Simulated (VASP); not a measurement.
A run of VASP 6.6.1 is set up as follows.

INCAR

```
SYSTEM = NbAs
ALGO = Normal ; EDIFF = 1E-6
ENCUT = 520 ; GGA = RP
ISIF = 2 ; ISMEAR = -1
IVDW = 12 ; LASPH = .TRUE.
LCHARG = .FALSE. ; LREAL = .FALSE.
LWAVE = .FALSE. ; NBANDS = 26
NELM = 80 ; PREC = Accurate
SIGMA = 0.05
```

The input KPOINTS:

```
k-points
0
G
  11 11 11
  0 0 0
```

File POSCAR:

```
NbAs
1.0
   -1.6630255750      1.6630255750      5.2763470464
    1.6630255750     -1.6630255750      5.2763470464
    1.6630255750      1.6630255750     -5.2763470464
Nb As
2 2
Direct
    0.4956345774     -0.0043654226      0.5000000000
    0.7456345774      0.7456345774      0.0000000000
    0.9203654226      0.4203654226      0.5000000000
    0.1703654226      0.1703654226      0.0000000000
```

Potentials or basis: VASP PAW PBE potentials, release 64 (Nb_sv, As).

Launch:

```console
$ cat potpaw_PBE.64/Nb_sv/POTCAR potpaw_PBE.64/As/POTCAR > POTCAR
$ mpirun -np 1 vasp_std > vasp.out
```

Q: What does it give for the pressure?

A: 0.1 GPa.

Q: What does it give for the dispersion energy per atom?

A: -4.087 eV.

Stress tensor (GPa, compression positive):
```
 0.13  0.00  0.00
 0.00  0.13  0.00
 0.00  0.00 -0.01
```

Caveat: the PAW data sets were made with another functional, which shifts forces and pressure a little.
